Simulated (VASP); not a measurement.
AlRu, 2 atoms in the cell. It takes space group Pm-3m (No. 221, cubic). The conventional cell has a = 3.031 Å, b = 3.031 Å, c = 3.031 Å, α = 90.00°, β = 90.00°, γ = 90.00°. Within 3.5 Å of Al (site symmetry m-3m) lie 8 Ru at 2.62 Å and 6 Al at 3.03 Å. Ru (site symmetry m-3m) has 8 Al at 2.62 Å and 6 Ru at 3.03 Å within 3.5 Å.  This cell differs from its parent crystal: volume scaled by 1.04.

- Program: VASP 6.6.1
- Task: electric field gradients
- Functional: PBE
- Potentials or basis: VASP PAW PBE potentials, release 64 (Al, Ru_pv)
- Cutoff: 520 eV
- k mesh: 12 × 12 × 12
- Occupations: fermi-dirac, width 0.05 eV
- Spin: no spin polarisation
- Dipole correction: no
- Further INCAR settings: ALGO = Normal; EDIFF = 1e-08; NBANDS = 16

Potentials or basis: VASP PAW PBE potentials, release 64 (Al, Ru_pv).

The run is started by

```console
$ cat potpaw_PBE.64/Al/POTCAR potpaw_PBE.64/Ru_pv/POTCAR > POTCAR
$ mpirun -np 1 vasp_std > vasp.out
```

Hardware: 1 thread of Intel(R) Xeon(R) 6975P-C (Granite Rapids) (shared host).

Q: How long does it take, and how much memory?

A: Run time: 11 s on 1 thread of Intel(R) Xeon(R) 6975P-C (Granite Rapids) (shared host), peak memory 0.16 GiB. Counts: scf iterations 14, k points 84.
